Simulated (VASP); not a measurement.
Input of a VASP 6.6.1 run:

INCAR

```
ALGO = Normal
EDIFF = 1E-6
ENCUT = 500
GGA = PS
GGA_COMPAT = False
ISIF = 2
ISMEAR = -1
LASPH = True
LCHARG = True
LELF = True
LREAL = False
LVHAR = True
LWAVE = False
NBANDS = 16
NELM = 120
PREC = Accurate
SIGMA = 0.05
```

The input KPOINTS:

```
k-points
0
Gamma
  16 16 16
```

Contents of POSCAR:

```
ZnS
1.0
    0.0000000000      2.4043607874      2.4043607874
    2.4043607874      0.0000000000      2.4043607874
    2.4043607874      2.4043607874      0.0000000000
Zn S
1 1
Direct
    0.0000000000      0.0000000000      0.0000000000
    0.5000000000      0.5000000000      0.5000000000
```

Potentials or basis: VASP PAW PBE potentials, release 64 (Zn, S).

Run with:

```console
$ cat potpaw_PBE.64/Zn/POTCAR potpaw_PBE.64/S/POTCAR > POTCAR
$ mpirun -np 1 vasp_std > vasp.out
```

(1) Estimate the pressure.

(2) What does it give for the band gap on the k mesh?

Answers

(1) 17.4 GPa.

(2) zero (bands 9 and 10 overlap by 0.47 eV).

Caveat: the cell stands under pressure; semilocal functionals underestimate gaps, so a narrow gap can read as zero; the PAW data sets were made with another functional, which shifts forces and pressure a little.
